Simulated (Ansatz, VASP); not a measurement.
**Sb: VASP beside Ansatz**

INCAR

```
ALGO     = Normal         # electronic algorithm
EDIFF    = 1E-6           # SCF threshold, eV
EDIFFG   = -0.01          # ionic threshold
ENCUT    = 600            # plane-wave cutoff, eV
GGA      = PE             # functional
IBRION   = 2              # ionic algorithm
ISIF     = 3              # what is computed and relaxed
ISMEAR   = 0              # smearing method
LASPH    = True           # aspherical terms in the spheres
LCHARG   = False          # write CHGCAR
LREAL    = False          # projectors in reciprocal space
LWAVE    = False          # write WAVECAR
NELM     = 80             # most SCF steps
NSW      = 100            # ionic steps
PREC     = Accurate       # precision mode
SIGMA    = 0.1            # smearing width, eV
```

Contents of KPOINTS:

```
k-points
0
Gamma
  18 18 18
```

Contents of POSCAR:

```
Sb
1.0
    2.1606741164     -2.2317113620      0.0000000000
    2.1606741164      2.2317113620      0.0000000000
    0.0000000000      0.0000000000      3.1135948206
Sb
1
Direct
    0.0000000000      0.0000000000      0.0000000000
```

Input for Ansatz:

```yaml
crystal:
  lattice:
    - [2.1606741164, -2.231711362, 0.0]
    - [2.1606741164, 2.231711362, 0.0]
    - [0.0, 0.0, 3.1135948206]
  atoms:
    - { symbol: Sb, position: [0.0, 0.0, 0.0] }
basis:
  ecutwfc: 420
kpoints:
  mp_grid: { grid: [18, 18, 18] }
hamiltonian:
  xc: pbe
scf:
  occupations: { method: gaussian, width: 0.1 }
output:
  forces: true
  stress: true
  eigenvalues: true
  write_density: true
  write_potential: true
  elf: true
  volumetric_format: npy
relax:
  adjacent_minimum: "off"
  f_tol: 0.01
  max_steps: 80
  cell: { stress_tol: 0.05 }
```

Alike in both runs: task relaxation of cell and atoms; functional PBE; k mesh 18 × 18 × 18; occupations gaussian, width 0.1 eV; no spin polarisation.

|  | VASP | Ansatz |
| --- | --- | --- |
| version | VASP 6.6.1 | Ansatz 0.2.0 |
| potentials or method | VASP PAW PBE potentials, release 64 (Sb), cutoff 600 eV | scalar-relativistic, plane waves, PAW |
| valence electrons in the cell | 5 | 15 |

|  | VASP | Ansatz | Ansatz less VASP |
| --- | --- | --- | --- |
| gap on the k mesh at the Fermi level, each at its own relaxed structure (eV) | none | none | - |
| relaxed volume (Å³/atom) | 30.06 | 30.07 | +0.012 |
| relaxed cell length with the largest relative difference (Å) | 3.108 | 3.109 | +0.0013 |

A gap of «none» marks a metal or a gap that the smearing closes. VASP's potentials hold 5 valence electrons a cell and Ansatz's 15, so a difference there can come from the potentials and not from the codes.

Neither program's run includes spin-orbit coupling.
